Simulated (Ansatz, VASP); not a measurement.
# Two plane-wave programs on Ta

INCAR

```
SYSTEM = Ta
PREC     = Accurate       ! precision mode
ENCUT    = 600            ! plane-wave cutoff, eV
EDIFF    = 1E-7           ! SCF threshold, eV
ISMEAR   = -1             ! smearing method
SIGMA    = 0.05           ! smearing width, eV
LREAL    = .False.        ! projectors in reciprocal space
LASPH    = .True.         ! aspherical terms in the spheres
NELM     = 80             ! most SCF steps
ALGO     = Normal         ! electronic algorithm
ISIF     = 3              ! what is computed and relaxed
LWAVE    = .False.        ! write WAVECAR
LCHARG   = .False.        ! write CHGCAR
GGA      = PE             ! functional
IBRION   = 2              ! ionic algorithm
NSW      = 60             ! ionic steps
EDIFFG   = -0.005         ! ionic threshold
```

KPOINTS

```
regular mesh
0
Gamma
  17 17 17
  0 0 0
```

File POSCAR:

```
Ta
1.0
    0.0000000000      2.0923759827      2.0923759827
    2.0923759827      0.0000000000      2.0923759827
    2.0923759827      2.0923759827      0.0000000000
Ta
1
Direct
    0.0000000000      0.0000000000      0.0000000000
```

Input for Ansatz:

```yaml
crystal:
  lattice:
    - [0.0, 2.0923759827, 2.0923759827]
    - [2.0923759827, 0.0, 2.0923759827]
    - [2.0923759827, 2.0923759827, 0.0]
  atoms:
    - { symbol: Ta, position: [0.0, 0.0, 0.0] }
kpoints:
  mp_grid: { grid: [17, 17, 17] }
scf:
  occupations: { method: fermi_dirac, width: 0.05 }
hamiltonian:
  xc: pbe
  pseudopotentials: { kind: paw }
output:
  forces: true
  stress: true
relax:
  f_tol: 0.005
  max_steps: 40
  cell: {}
```

Alike in both runs: task relaxation of cell and atoms; functional PBE; k mesh 17 × 17 × 17; occupations fermi-dirac, width 0.05 eV; no spin polarisation.

|  | VASP | Ansatz |
| --- | --- | --- |
| version | VASP 6.6.1 | Ansatz 0.2.0 |
| potentials or method | VASP PAW PBE potentials, release 64 (Ta_pv) | PAW with Ansatz's default frozen-core files, scalar-relativistic |
| plane-wave cutoff (eV) | 600 | 420 |
| valence electrons in the cell | 11 | 13 |

```csv
,VASP,Ansatz,Ansatz less VASP
relaxed volume (Å³/atom),18.83,18.82,-0.003
relaxed cell length with the largest relative difference (Å),2.986,2.986,-0.0002
```

VASP's potentials hold 11 valence electrons a cell and Ansatz's 13, so a difference there can come from the potentials and not from the codes.

Spin-orbit coupling is off throughout.
